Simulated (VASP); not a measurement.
# Os: single point with PBEsol

The system is Os.

```
CELL_PARAMETERS angstrom
0.00000 1.94500 1.94500
1.94500 0.00000 1.94500
1.94500 1.94500 0.00000
ATOMIC_POSITIONS crystal
Os 0.00000 0.00000 0.00000
```

```
Program             : VASP 6.6.1
Task                : single point
Functional          : PBEsol
Potentials or basis : VASP PAW PBE potentials, release 64 (Os)
Cutoff              : 520 eV
k mesh              : 12 × 12 × 12
Occupations         : gaussian, width 0.02 eV
Spin                : no spin polarisation
```

The pressure is -20.5 GPa and the band gap on the k mesh is zero (band 4 reaches 10.68 eV, above the bottom of band 5 at 7.15 eV).

Levels at points of the mesh, in eV from the Fermi level:
```tsv
k point	band 1	band 2	band 3	band 4	band 5	band 6	band 7	band 8
(0.00, 0.00, 0.00)	-10.51	-2.89	-2.89	-2.89	-0.05	-0.05	14.20	19.71
(0.50, 0.00, 0.00)	-7.37	-3.02	-3.02	-0.32	2.19	2.19	8.27	13.72
(0.50, 0.50, 0.00)	-7.20	-6.51	2.14	2.15	2.82	2.82	11.36	11.84
```

Wall time 8.1 s on 1 thread of AMD EPYC 7R43 64-Core Processor (Zen 3), on a shared host, peak memory 0.1 GiB.

Caveat: the PAW data sets were made with another functional, which shifts forces and pressure a little; spin-orbit coupling is left out, which moves the levels of the heavy elements.
